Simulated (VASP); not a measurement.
# Pt (Pm-3m) in VASP: further runs

The runs below take Pt through single point, relaxation of cell and atoms, with PBE.

Program: VASP 6.6.1. These are calculated values, not measurements. Logs are shortened: lines on timing, memory, paths and dates and some standing lists are left out, and cuts for length are marked.

## Step 1: The cell of the first run

The structure is cubic, space group Pm-3m (No. 221). The conventional cell has a = 2.412 Å, b = 2.412 Å, c = 2.412 Å, α = 90.00°, β = 90.00°, γ = 90.00°. Within 3.2 Å of Pt (site symmetry m-3m) lie 6 Pt at 2.41 Å.

This isn't the form of Pt at room conditions, which is fcc.

## Step 2: Single point, PBE

INCAR

```
SYSTEM = Pt
PREC = Accurate
ENCUT = 520
EDIFF = 1E-6
ISMEAR = -1
SIGMA = 0.05
LREAL = .False.
LASPH = .True.
NELM = 100
ALGO = Normal
ISIF = 2
LWAVE = .False.
LCHARG = .True.
GGA = PE
LELF = .True.
LVHAR = .True.
NBANDS = 11
```

KPOINTS

```
Automatic mesh
0
Gamma
  16 16 16
  0 0 0
```

POSCAR

```
Pt
1.0
    2.4119297641      0.0000000000      0.0000000000
    0.0000000000      2.4119297641      0.0000000000
    0.0000000000      0.0000000000      2.4119297641
Pt
1
Direct
    0.0000000000      0.0000000000      0.0000000000
```

Potentials or basis: VASP PAW PBE potentials, release 64 (Pt).

Launch:

```bash
$ cat potpaw_PBE.64/Pt/POTCAR > POTCAR
$ mpirun -np 1 vasp_std > vasp.out
```

OUTCAR:

```text
SYSTEM = Pt
   PREC = Accurate
   ENCUT = 520
   EDIFF = 1E-6
   ISMEAR = -1
   LREAL = .False.
   LASPH = .True.
   NELM = 100
   ISIF = 2
   GGA = PE

 ion  position               nearest neighbor table
   1  0.000  0.000  0.000-

  LATTYP: Found a simple cubic cell.
 ALAT       =     2.4119297641

  Lattice vectors:

 A1 = (   2.4119297641,   0.0000000000,   0.0000000000)
 A2 = (   0.0000000000,   2.4119297641,   0.0000000000)
 A3 = (   0.0000000000,   0.0000000000,   2.4119297641)

Analysis of symmetry for initial positions (statically):
=====================================================================
 Subroutine PRICEL returns:
 Original cell was already a primitive cell.

 Routine SETGRP: Setting up the symmetry group for a
 simple cubic supercell.

 Subroutine GETGRP returns: Found 48 space group operations
 (whereof 48 operations were pure point group operations)
 out of a pool of 48 trial point group operations.

The static configuration has the point symmetry O_h .

Analysis of symmetry for dynamics (positions and initial velocities):
=====================================================================
 Subroutine PRICEL returns:
 Original cell was already a primitive cell.

 Routine SETGRP: Setting up the symmetry group for a
 simple cubic supercell.

 Subroutine GETGRP returns: Found 48 space group operations
 (whereof 48 operations were pure point group operations)
 out of a pool of 48 trial point group operations.

The dynamic configuration has the point symmetry O_h .

 Subroutine INISYM returns: Found 48 space group operations
 (whereof 48 operations are pure point group operations),
 and found     1 'primitive' translations

----------------------------------------------------------------------------------------

                                     Primitive cell

  volume of cell :      14.0312

  direct lattice vectors                    reciprocal lattice vectors
     2.411929764  0.000000000  0.000000000     0.414605771  0.000000000  0.000000000
     0.000000000  2.411929764  0.000000000     0.000000000  0.414605771  0.000000000
     0.000000000  0.000000000  2.411929764     0.000000000  0.000000000  0.414605771

  length of vectors
     2.411929764  2.411929764  2.411929764     0.414605771  0.414605771  0.414605771

  position of ions in fractional coordinates (direct lattice)
     0.000000000  0.000000000  0.000000000

  ion indices of the primitive-cell ions
   primitive index   ion index
                 1           1

----------------------------------------------------------------------------------------

 KPOINTS: Automatic mesh

Automatic generation of k-mesh.
 Grid dimensions read from file:
 generate k-points for:   16   16   16

 Generating k-lattice:

  Cartesian coordinates                     Fractional coordinates (reciprocal lattice)
     0.025912861  0.000000000  0.000000000     0.062500000  0.000000000  0.000000000
     0.000000000  0.025912861  0.000000000     0.000000000  0.062500000  0.000000000
     0.000000000  0.000000000  0.025912861     0.000000000  0.000000000  0.062500000

  Length of vectors
     0.025912861  0.025912861  0.025912861

  Shift w.r.t. Gamma in fractional coordinates (k-lattice)
     0.000000000  0.000000000  0.000000000

 Subroutine IBZKPT returns following result:
 ===========================================

 Found    165 irreducible k-points:

 Following reciprocal coordinates:
            Coordinates               Weight
  0.000000  0.000000  0.000000      1.000000
  0.062500  0.000000  0.000000      6.000000
  0.125000  0.000000  0.000000      6.000000
  0.187500  0.000000  0.000000      6.000000
  0.250000  0.000000  0.000000      6.000000
  0.312500  0.000000  0.000000      6.000000
[... 16 lines left out ...]
  0.437500  0.125000  0.000000     24.000000
  0.500000  0.125000  0.000000     12.000000
 [... further k-points ...]
   k-points           NKPTS =    165   k-points in BZ     NKDIM =    165   number of bands    NBANDS=     11
   number of dos      NEDOS =    301   number of ions     NIONS =      1
   total plane-waves  NPLWV =   5832
   dimension x,y,z NGX =    18 NGY =   18 NGZ =   18
   dimension x,y,z NGXF=    36 NGYF=   36 NGZF=   36
   ions per type =               1
   NGX,Y,Z   is equivalent  to a cutoff of  12.41, 12.41, 12.41 a.u.
   NGXF,Y,Z  is equivalent  to a cutoff of  24.81, 24.81, 24.81 a.u.
 SYSTEM =  Pt
   PREC   = accura    normal or accurate (medium, high low for compatibility)
   ISTART =      0    job   : 0-new  1-cont  2-samecut
   ICHARG =      2    charge: 1-file 2-atom 10-const
   ISPIN  =      1    spin polarized calculation?
   LNONCOLLINEAR =      F non collinear calculations
   LSORBIT =      F    spin-orbit coupling
   LASPH  =      T    aspherical Exc in radial PAW
   ENCUT  =  520.0 eV  38.22 Ry    6.18 a.u.   4.48  4.48  4.48*2*pi/ulx,y,z
   NELM   =    100;   NELMIN=  2; NELMDL= -5     # of ELM steps
   EDIFF  = 0.1E-05   stopping-criterion for ELM
   LREAL  =      F    real-space projection
   EDIFFG = 0.1E-04   stopping-criterion for IOM
   NSW    =      0    number of steps for IOM
   IBRION =     -1    ionic relax: 0-MD 1-quasi-New 2-CG
   NFREE  =      0    steps in history (QN), initial steepest desc. (CG)
   ISIF   =      2    stress and relaxation
   ISYM   =      2    0-nonsym 1-usesym 2-fastsym
   POTIM  = 0.5000    time-step for ionic-motion
   TEBEG  =    0.0;   TEEND  =   0.0 temperature during run
   PSTRESS=    0.0 pullay stress
   NELECT =      10.0000    total number of electrons
   NUPDOWN=      -1.0000    fix difference up-down
   EMIN   =  10.00;   EMAX   =-10.00  energy-range for DOS
   EFERMI =   0.00;   METHOD = LEGACY
   ISMEAR =    -1;   SIGMA  =   0.05  broadening in eV -4-tet -1-fermi 0-gaus
   EFERMI_NEDOS =   21; number of points for ismear=-14 and -15
   IALGO  =     38    algorithm
   IMIX   =      4    mixing-type and parameters
     AMIX     =   0.40;   BMIX     =  1.00
     AMIX_MAG =   1.60;   BMIX_MAG =  1.00
  volume/ion in A,a.u.               =      14.03        94.69
  Fermi-wavevector in a.u.,A,eV,Ry     =   1.462324  2.763391 29.094569  2.138390
  Thomas-Fermi vector in A             =   2.578551
   LORBIT       =      0    0 simple, 1 ext, 2 COOP (PROOUT), +10 PAW based schemes
   GGA     = PE    functional components
   LHFCALC =     F    Hartree Fock is set to
   AEXX    =    0.0000 exact exchange contribution
   IVDW    =     0    specifies the selected vdW correction
   LEPSILON=     F    determine dielectric tensor
   LRPA    =     F    only Hartree local field effects (RPA)
 non-spin polarized calculation
  energy-cutoff  :      520.00
  volume of cell :       14.03
 maximum number of plane-waves:       392
 NGX is ok and might be reduce to    18
   NGX =  9   NGY =  9   NGZ =  9

 number of electron      10.0000001 magnetization

 Free energy of the ion-electron system (eV)
  ---------------------------------------------------
  ext. energy  EPLUGINS =         0.00000000
  ---------------------------------------------------
  free energy    TOTEN  =        -4.77133340 eV

  energy without entropy =       -4.76298272  energy(sigma->0) =       -4.76715806

 E-fermi :  12.8262     XC(G=0): -13.7688

 val. band max:       12.8242480023   @ k =   0.4375   0.3750   0.0625
 cond. band min:      12.8474016093   @ k =   0.3750   0.3750   0.2500
 fundamental gap:      0.0231536070
 Fermi energy:        12.8261715461

 k-point     1 :       0.0000    0.0000    0.0000
  band No.  band energies     occupation
      1       1.8249      2.00000
      2       4.6746      2.00000
      3       4.6746      2.00000
      4      13.3490      0.00006
      5      13.3490      0.00006
      6      13.3490      0.00006
      7      29.2950      0.00000
      8      29.2950      0.00000
      9      29.2950      0.00000
     10      36.5138      0.00000
     11      39.3659      0.00000

 k-point     2 :       0.0625    0.0000    0.0000
  band No.  band energies     occupation
      1       1.9663      2.00000
      2       4.7043      2.00000
      3       4.8201      2.00000
      4      13.1840      0.00156
      5      13.1841      0.00156
      6      13.3615      0.00004
      7      28.4359      0.00000
      8      29.5652      0.00000
      9      29.5652      0.00000
     10      37.1146      0.00000
     11      37.8959      0.00000

 k-point     3 :       0.1250    0.0000    0.0000
  band No.  band energies     occupation
      1       2.3534      2.00000
      2       4.7899      2.00000
      3       5.2721      2.00000
      4      12.7390      1.70234
      5      12.7390      1.70233
      6      13.3970      0.00002
      7      26.6214      0.00000
      8      30.3144      0.00000
      9      30.3144      0.00000
     10      35.8047      0.00000
     11      37.7811      0.00000

 k-point     4 :       0.1875    0.0000    0.0000
  band No.  band energies     occupation
      1       2.8911      2.00000
      2       4.9208      2.00000
      3       6.0597      2.00000
      4      12.1302      2.00000
      5      12.1302      2.00000
      6      13.4507      0.00001
      7      24.6388      0.00000
      8      31.3952      0.00000
      9      31.3952      0.00000
     10      33.8682      0.00000
     11      37.9418      0.00000
[... 239 lines left out ...]
 k-point    22 :       0.3750    0.1250    0.0000
  band No.  band energies     occupation
      1       4.9498      2.00000
      2       5.9917      2.00000
      3       8.3883      2.00000
      4      10.5080      2.00000
      5      11.4806      2.00000
      6      13.0912      0.00993
      7      20.5172      0.00000
      8      30.1520      0.00000
      9      31.9599      0.00000
     10      36.3217      0.00000
     11      36.7353      0.00000

 k-point    23 :       0.4375    0.1250    0.0000
  band No.  band energies     occupation
      1       5.2460      2.00000
      2       6.1745      2.00000
      3       8.1957      2.00000
      4      10.2170      2.00000
      5      12.5234      1.99532
      6      13.1348      0.00416
      7      19.4976      0.00000
      8      29.8000      0.00000
      9      32.5603      0.00000
     10      34.8200      0.00000
     11      37.3025      0.00000

 k-point    24 :       0.5000    0.1250    0.0000
  band No.  band energies     occupation
      1       5.3491      2.00000
      2       6.2577      2.00000
      3       8.0841      2.00000
      4      10.1175      2.00000
      5      13.0008      0.05906
      6      13.1502      0.00306
      7      19.0944      0.00000
      8      29.6439      0.00000
      9      33.2211      0.00000
     10      33.7049      0.00000
     11      37.7173      0.00000

 [... further k-points ...]

------------------------ aborting loop because EDIFF is reached ----------------------------------------

  FORCE on cell =-STRESS in cart. coord.  units (eV):
  Direction    XX          YY          ZZ          XY          YZ          ZX
  --------------------------------------------------------------------------------------
  -------------------------------------------------------------------------------------
  Total        7.9706660      7.9706660      7.9706660      0.0000000     -0.0000000      0.0000000
  in kB      910.1463273    910.1463273    910.1463273      0.0000000     -0.0000000      0.0000000
  external PRESSURE =     910.1463273 kB  Pullay stress =       0.0000000 kB

 VOLUME and BASIS-vectors are now :
 -----------------------------------------------------------------------------
  energy-cutoff  :      520.00
  volume of cell :       14.03
      direct lattice vectors                 reciprocal lattice vectors
     2.411929764  0.000000000  0.000000000     0.414605771  0.000000000  0.000000000
     0.000000000  2.411929764  0.000000000     0.000000000  0.414605771  0.000000000
     0.000000000  0.000000000  2.411929764     0.000000000  0.000000000  0.414605771

 POSITION                                       TOTAL-FORCE (eV/Angst)
 -----------------------------------------------------------------------------------
      0.00000      0.00000      0.00000         0.000000      0.000000      0.000000
 -----------------------------------------------------------------------------------
    total drift:                                0.000000      0.000000      0.000000

  FREE ENERGIE OF THE ION-ELECTRON SYSTEM (eV)
  ---------------------------------------------------
  free  energy   TOTEN  =        -4.7713333958 eV

  energy  without entropy=       -4.7629827238  energy(sigma->0) =       -4.76715806
```

Run time: 24 s. Hardware: 1 thread of Intel Xeon 8259CL, shared host; peak memory 0.14 GiB.

Results:

```
Free energy            : -4.7713 eV
Pressure               : 91.0 GPa
Band gap on the k mesh : zero (bands 5 and 6 overlap by 4.80 eV)
```

Caveat: the cell stands under pressure; spin-orbit coupling is left out, which moves the levels of the heavy elements.

(Part 1 of 2 ends here.)
